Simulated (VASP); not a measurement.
Wanted: the native input for a VASP 6.6.1 run.

- Task: single point
- Functional: PBE
- Potentials or basis: VASP PAW PBE potentials, release 64 (Pd)
- Cutoff: 520 eV
- k mesh: 18 × 18 × 18
- Occupations: gaussian, width 0.1 eV
- Spin: no spin polarisation
- Dipole correction: no
- Further INCAR settings: ALGO = Fast; EDIFF = 1e-06; NBANDS = 11

The structure of Pd lies in POSCAR:

```
Pd
1.0
    0.0000000000      2.0348180440      2.0348180440
    2.0348180440      0.0000000000      2.0348180440
    2.0348180440      2.0348180440      0.0000000000
Pd
1
Direct
    0.0000000000      0.0000000000      0.0000000000
```

This cell differs from its parent crystal: volume scaled by 1.10.

These files were run (other wordings do the same):

INCAR

```
PREC = Accurate
ENCUT = 520
EDIFF = 1E-6
ISMEAR = 0
SIGMA = 0.1
LREAL = False
LASPH = True
NELM = 60
ALGO = Fast
ISIF = 2
LWAVE = False
LCHARG = False
GGA = PE
NBANDS = 11
```

KPOINTS

```
regular mesh
0
Gamma
  18 18 18
```

Potentials or basis: VASP PAW PBE potentials, release 64 (Pd).

Command:

```sh
$ cat potpaw_PBE.64/Pd/POTCAR > POTCAR
$ mpirun -np 1 vasp_std > vasp.out
```

It gave:

```json
{
 "Pressure": "-12.5 GPa",
 "Band gap on the k mesh": "zero (band 5 reaches 7.91 eV, above the bottom of band 6 at 6.65 eV)"
}
```

It took 24 s on 1 thread of Intel(R) Xeon(R) Platinum 8375C CPU @ 2.90GHz (Ice Lake), with other jobs on the host, peak memory 0.16 GiB.
